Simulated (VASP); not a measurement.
Wanted: the native input for a VASP 6.6.1 run.

| Quantity | Value |
| --- | --- |
| Task | single point |
| Functional | BLYP |
| Potentials or basis | VASP PAW PBE potentials, release 64 (K_sv, F) |
| Cutoff | 600 eV |
| k mesh | 6 × 6 × 6 |
| Occupations | gaussian, width 0.1 eV |
| Spin | no spin polarisation |
| Dipole correction | no |
| Further INCAR settings | ALGO = Normal; EDIFF = 1e-06; NBANDS = 15 |

The structure of KF lies in POSCAR:

```
KF
1.0
    0.0000000000      2.6544134050      2.6544134050
    2.6544134050      0.0000000000      2.6544134050
    2.6544134050      2.6544134050      0.0000000000
K F
1 1
Direct
    0.0000000000      0.0000000000      0.0000000000
    0.5000000000      0.5000000000      0.5000000000
```

One way to write it, as run:

INCAR

```
SYSTEM = KF
PREC = Accurate
ENCUT = 600
EDIFF = 1E-6
ISMEAR = 0
SIGMA = 0.1
LREAL = .FALSE.
LASPH = .TRUE.
NELM = 120
ALGO = Normal
ISIF = 2
LWAVE = .FALSE.
LCHARG = .FALSE.
GGA = B5
ALDAX = 1.0
AGGAX = 1.0
AGGAC = 1.0
ALDAC = 0.0
NBANDS = 15
GGA_COMPAT = .FALSE.
```

KPOINTS

```
regular mesh
0
G
  6 6 6
  0 0 0
```

Potentials or basis: VASP PAW PBE potentials, release 64 (K_sv, F).

The run is started by

```bash
$ cat potpaw_PBE.64/K_sv/POTCAR potpaw_PBE.64/F/POTCAR > POTCAR
$ mpirun -np 1 vasp_std > vasp.out
```

It gave:

```yaml
Pressure: 3.0 GPa
Band_gap_on_the_k_mesh: 6.32 eV
```

Caveat: the PAW data sets were made with another functional, which shifts forces and pressure a little.

It took 20 s on 1 thread of Intel(R) Xeon(R) Platinum 8259CL CPU @ 2.50GHz (Skylake/Cascade Lake) (shared host), peak memory 0.16 GiB.
